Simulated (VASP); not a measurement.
# Cr (Fd-3m) in VASP: notebook

Cr is run at these levels: PBE; tasks: single point.

Program: VASP 6.6.1. These are calculated values, not measurements. Logs are shortened: lines on timing, memory, paths and dates and some standing lists are left out, and cuts for length are marked.

### Step 1. The cell of the first run

Symmetry: Fd-3m, No. 227, cubic system. The conventional cell has a = 5.172 Å, b = 5.172 Å, c = 5.172 Å, α = 90.00°, β = 90.00°, γ = 90.00°. Cr (site symmetry -43m) has 4 Cr at 2.24 Å within 3.0 Å.

This isn't the form of Cr at room conditions, which is bcc.

### Step 2. Single point, PBE, collinear spin, antiferromagnetic start (17.29 Å³/atom)

INCAR

```
ALGO     = Normal         # electronic algorithm
EDIFF    = 1E-6           # SCF threshold, eV
ENCUT    = 520            # plane-wave cutoff, eV
GGA      = PE             # functional
ISIF     = 2              # what is computed and relaxed
ISMEAR   = -1             # smearing method
ISPIN    = 2              # spin polarisation
LASPH    = T              # aspherical terms in the spheres
LCHARG   = F              # write CHGCAR
LMAXMIX  = 4              # l up to which the mixer works
LORBIT   = 11             # projections on sites
LREAL    = F              # projectors in reciprocal space
LWAVE    = F              # write WAVECAR
MAGMOM   = 2.598 -2.598   # initial moments
NBANDS   = 23             # bands
NELM     = 150            # most SCF steps
PREC     = Accurate       # precision mode
SIGMA    = 0.05           # smearing width, eV
```

KPOINTS

```
k-points
0
Gamma
  17 17 17
```

POSCAR

```
Cr
1.0
    0.0000000000      2.5859384760      2.5859384760
    2.5859384760      0.0000000000      2.5859384760
    2.5859384760      2.5859384760      0.0000000000
Cr
2
Direct
    0.1250000000      0.1250000000      0.1250000000
    0.8750000000      0.8750000000      0.8750000000
```

Potentials or basis: VASP PAW PBE potentials, release 64 (Cr_pv).

Started as:

```bash
> cat potpaw_PBE.64/Cr_pv/POTCAR > POTCAR
> mpirun -np 1 vasp_std > vasp.out
```

OUTCAR:

```text
EDIFF = 1E-6
   ENCUT = 520
   GGA = PE
   ISIF = 2
   ISMEAR = -1
   ISPIN = 2
   LASPH = T
   LORBIT = 11
   LREAL = F
   NELM = 150
   PREC = Accurate

 ion  position               nearest neighbor table
   1  0.125  0.125  0.125-   2 2.24   2 2.24   2 2.24   2 2.24
   2  0.875  0.875  0.875-   1 2.24   1 2.24   1 2.24   1 2.24

  LATTYP: Found a face centered cubic cell.
 ALAT       =     5.1718769520

  Lattice vectors:

 A1 = (   0.0000000000,   2.5859384760,   2.5859384760)
 A2 = (   2.5859384760,   0.0000000000,   2.5859384760)
 A3 = (   2.5859384760,   2.5859384760,   0.0000000000)

Analysis of symmetry for initial positions (statically):
=====================================================================
 Subroutine PRICEL returns:
 Original cell was already a primitive cell.

 Routine SETGRP: Setting up the symmetry group for a
 face centered cubic supercell.

 Subroutine GETGRP returns: Found 48 space group operations
 (whereof 12 operations were pure point group operations)
 out of a pool of 48 trial point group operations.

The static configuration has the point symmetry D_3d.
 The point group associated with its full space group is O_h .

Analysis of symmetry for dynamics (positions and initial velocities):
=====================================================================
 Subroutine PRICEL returns:
 Original cell was already a primitive cell.

 Routine SETGRP: Setting up the symmetry group for a
 face centered cubic supercell.

 Subroutine GETGRP returns: Found 48 space group operations
 (whereof 12 operations were pure point group operations)
 out of a pool of 48 trial point group operations.

The dynamic configuration has the point symmetry D_3d.
 The point group associated with its full space group is O_h .

Analysis of structural, dynamic, and magnetic symmetry:
=====================================================================
 Subroutine PRICEL returns:
 Original cell was already a primitive cell.

 Routine SETGRP: Setting up the symmetry group for a
 face centered cubic supercell.

 Subroutine GETGRP returns: Found 48 space group operations
 (whereof 12 operations were pure point group operations)
 out of a pool of 48 trial point group operations.

The overall configuration has the point symmetry D_3d.
 The point group associated with its full space group is O_h .

 Subroutine INISYM returns: Found 48 space group operations
 (whereof 12 operations are pure point group operations),
 and found     1 'primitive' translations

[... 116 lines left out ...]
  Fermi-wavevector in a.u.,A,eV,Ry     =   1.449385  2.738940 28.581983  2.100717
  Thomas-Fermi vector in A             =   2.567118
   LORBIT       =     11    0 simple, 1 ext, 2 COOP (PROOUT), +10 PAW based schemes
   GGA     = PE    functional components
   LHFCALC =     F    Hartree Fock is set to
   AEXX    =    0.0000 exact exchange contribution
   IVDW    =     0    specifies the selected vdW correction
   LEPSILON=     F    determine dielectric tensor
   LRPA    =     F    only Hartree local field effects (RPA)
 spin polarized calculation
  energy-cutoff  :      520.00
  volume of cell :       34.58
 maximum number of plane-waves:       950
   NGX = 13   NGY = 13   NGZ = 13

 number of electron      23.9999978 magnetization       0.0000000

 number of electron      23.9999978 magnetization      -0.0000000

 Free energy of the ion-electron system (eV)
  ---------------------------------------------------
  ext. energy  EPLUGINS =         0.00000000
  ---------------------------------------------------
  free energy    TOTEN  =       -15.13660313 eV

  energy without entropy =      -15.12676176  energy(sigma->0) =      -15.13168244

 E-fermi :   6.0077     XC(G=0): -11.0379

 val. band max:        6.0069612692   @ k =  -0.4706   0.1176   0.0000
 cond. band min:       6.0226179168   @ k =   0.4118   0.0588   0.0000
 fundamental gap:      0.0156566476
 Fermi energy:         6.0076577909

 spin component 1

 k-point     1 :       0.0000    0.0000    0.0000
  band No.  band energies     occupation
      1     -37.1902      1.00000
      2     -37.1902      1.00000
      3     -37.1902      1.00000
      4     -34.6504      1.00000
      5     -34.6504      1.00000
      6     -34.6504      1.00000
[... 613 lines left out ...]
     22      19.1055      0.00000
     23      19.3916      0.00000

 [... further k-points ...]

 spin component 2

 k-point     1 :       0.0000    0.0000    0.0000
  band No.  band energies     occupation
      1     -37.1902      1.00000
      2     -37.1902      1.00000
      3     -37.1902      1.00000
      4     -34.6504      1.00000
      5     -34.6504      1.00000
      6     -34.6504      1.00000
[... 613 lines left out ...]
     22      19.1055      0.00000
     23      19.3916      0.00000

 [... further k-points ...]

------------------------ aborting loop because EDIFF is reached ----------------------------------------

  FORCE on cell =-STRESS in cart. coord.  units (eV):
  Direction    XX          YY          ZZ          XY          YZ          ZX
  --------------------------------------------------------------------------------------
  -------------------------------------------------------------------------------------
  Total        1.4449238      1.4449238      1.4449238     -0.0000000      0.0000000      0.0000000
  in kB       66.9377287     66.9377287     66.9377287     -0.0000000      0.0000000      0.0000000
  external PRESSURE =      66.9377287 kB  Pullay stress =       0.0000000 kB

 VOLUME and BASIS-vectors are now :
 -----------------------------------------------------------------------------
  energy-cutoff  :      520.00
  volume of cell :       34.58
      direct lattice vectors                 reciprocal lattice vectors
     0.000000000  2.585938476  2.585938476    -0.193353401  0.193353401  0.193353401
     2.585938476  0.000000000  2.585938476     0.193353401 -0.193353401  0.193353401
     2.585938476  2.585938476  0.000000000     0.193353401  0.193353401 -0.193353401

 POSITION                                       TOTAL-FORCE (eV/Angst)
 -----------------------------------------------------------------------------------
      0.64648      0.64648      0.64648        -0.000000     -0.000000      0.000000
      4.52539      4.52539      4.52539         0.000000      0.000000     -0.000000
 -----------------------------------------------------------------------------------
    total drift:                                0.000000     -0.000000     -0.000000

  FREE ENERGIE OF THE ION-ELECTRON SYSTEM (eV)
  ---------------------------------------------------
  free  energy   TOTEN  =       -15.1366031301 eV

  energy  without entropy=      -15.1267617593  energy(sigma->0) =      -15.13168244

 total charge

# of ion       s       p       d       tot
------------------------------------------
    1        0.445   6.162   4.445  11.052
    2        0.445   6.162   4.445  11.052
--------------------------------------------------
tot          0.891  12.324   8.889  22.104

 magnetization (x)

# of ion       s       p       d       tot
------------------------------------------
    1        0.019  -0.053   2.469   2.435
    2       -0.019   0.053  -2.469  -2.435
--------------------------------------------------
tot          0.000   0.000   0.000   0.000
```

OSZICAR:

```text
N       E                     dE             d eps       ncg     rms          rms(c)
DAV:   1     0.253379428788E+03    0.25338E+03   -0.14130E+04 15180   0.120E+03
DAV:   2    -0.757579226436E+01   -0.26096E+03   -0.25203E+03 15530   0.367E+02
DAV:   3    -0.155125028093E+02   -0.79367E+01   -0.78858E+01 19198   0.782E+01
DAV:   4    -0.155929066299E+02   -0.80404E-01   -0.80250E-01 16970   0.775E+00
DAV:   5    -0.155942643512E+02   -0.13577E-02   -0.13552E-02 16883   0.968E-01    0.104E+01
DAV:   6    -0.150255303740E+02    0.56873E+00   -0.37768E+00 16657   0.184E+01    0.532E+00
DAV:   7    -0.151194459235E+02   -0.93916E-01   -0.25573E-01 16426   0.565E+00    0.242E+00
DAV:   8    -0.151316998382E+02   -0.12254E-01   -0.41529E-02 16977   0.126E+00    0.113E+00
DAV:   9    -0.151359924579E+02   -0.42926E-02   -0.63776E-02 16293   0.132E+00    0.372E-01
DAV:  10    -0.151364376737E+02   -0.44522E-03   -0.18506E-03 17196   0.412E-01    0.202E-01
DAV:  11    -0.151365900856E+02   -0.15241E-03   -0.97731E-04 15915   0.240E-01    0.310E-02
DAV:  12    -0.151366031215E+02   -0.13036E-04   -0.32350E-05 17294   0.475E-02    0.107E-02
DAV:  13    -0.151366044975E+02   -0.13759E-05   -0.12141E-06 14938   0.933E-03    0.563E-03
DAV:  14    -0.151366033659E+02    0.11315E-05   -0.46800E-07  7744   0.385E-03    0.274E-03
DAV:  15    -0.151366031301E+02    0.23581E-06   -0.56581E-08  7604   0.198E-03
   1 F= -.15136603E+02 E0= -.15131682E+02  d E =-.984137E-02  mag=     0.0000
```

stdout:

```text
POSCAR found type information on POSCAR Cr
 POSCAR found :  1 types and       2 ions
 scaLAPACK will be used
 LDA part: xc-table for (Slater+PW92), standard interpolation
 POSCAR, INCAR and KPOINTS ok, starting setup
 FFT: planning ... GRIDC
 FFT: planning ... GRID_SOFT
 FFT: planning ... GRID
 WAVECAR not read
 entering main loop
```

Run time: 7.6 min. Hardware: 1 thread of Intel Xeon 8259CL, shared host; peak memory 0.3 GiB.

Results:

| Property | Result |
| --- | --- |
| Free energy | -15.1366 eV |
| Pressure | 6.7 GPa |
| Band gap on the k mesh | zero (filled and empty bands overlap) |
| Net moment | 0.00 μB per cell |
| Site moments | Cr +2.44, -2.44 μB |
| Valence electrons inside the program's atomic spheres | Cr 11.05 |

Caveat: the cell stands under pressure; an empty level that is flat over the whole mesh can mark a ghost state of the potentials, or a narrow d or f band; the antiferromagnetic order is the one typed at the start, and another may lie lower.

### Step 3. Single point, PBE, collinear spin, antiferromagnetic start (18.08 Å³/atom)

This run uses another cell than the first one, of 18.08 Å³/atom.

INCAR

```
SYSTEM = Cr
PREC = Accurate
ENCUT = 520
EDIFF = 1E-6
ISMEAR = -1
SIGMA = 0.05
LREAL = .False.
LASPH = .True.
NELM = 150
ALGO = Normal
ISIF = 2
LWAVE = .False.
LCHARG = .False.
ISPIN = 2
MAGMOM = 2.598 -2.598
LORBIT = 11
LMAXMIX = 4
GGA = PE
NBANDS = 23
```

KPOINTS

```
regular mesh
0
Gamma
  17 17 17
  0 0 0
```

POSCAR

```
Cr
1.0
    0.0000000000      2.6245402638      2.6245402638
    2.6245402638      0.0000000000      2.6245402638
    2.6245402638      2.6245402638      0.0000000000
Cr
2
Direct
    0.1250000000      0.1250000000      0.1250000000
    0.8750000000      0.8750000000      0.8750000000
```

Potentials or basis: VASP PAW PBE potentials, release 64 (Cr_pv).

Started as:

```bash
> cat potpaw_PBE.64/Cr_pv/POTCAR > POTCAR
> mpirun -np 1 vasp_std > vasp.out
```

Wall time 8.1 min (1 thread of Intel Xeon 8259CL, shared host); peak memory 0.31 GiB.

It converged, with:

- Free energy: -15.1891 eV
- Pressure: 4.0 GPa
- Band gap on the k mesh: zero (filled and empty bands overlap)
- Net moment: 0.00 μB per cell
- Site moments: Cr +2.59, -2.59 μB
- Valence electrons inside the program's atomic spheres: Cr 10.99

Levels at points of the mesh, in eV from the Fermi level:
Spin up:
```
           k point  band 10  band 11  band 12  band 13  band 14  band 15
(0.00, 0.00, 0.00)    -1.13    -1.13    -1.13     1.61     1.61     1.61
```
Spin down:
```
           k point  band 9  band 10  band 11  band 12  band 13  band 14  band 15  band 16
(0.00, 0.00, 0.00)   -1.37    -1.13    -1.13    -1.13     1.61     1.61     1.61     3.48
```

Caveat: the cell stands under pressure; an empty level that is flat over the whole mesh can mark a ghost state of the potentials, or a narrow d or f band; the antiferromagnetic order is the one typed at the start, and another may lie lower.

The gap in the log of VASP goes by the Fermi energy; the results here count the filled bands.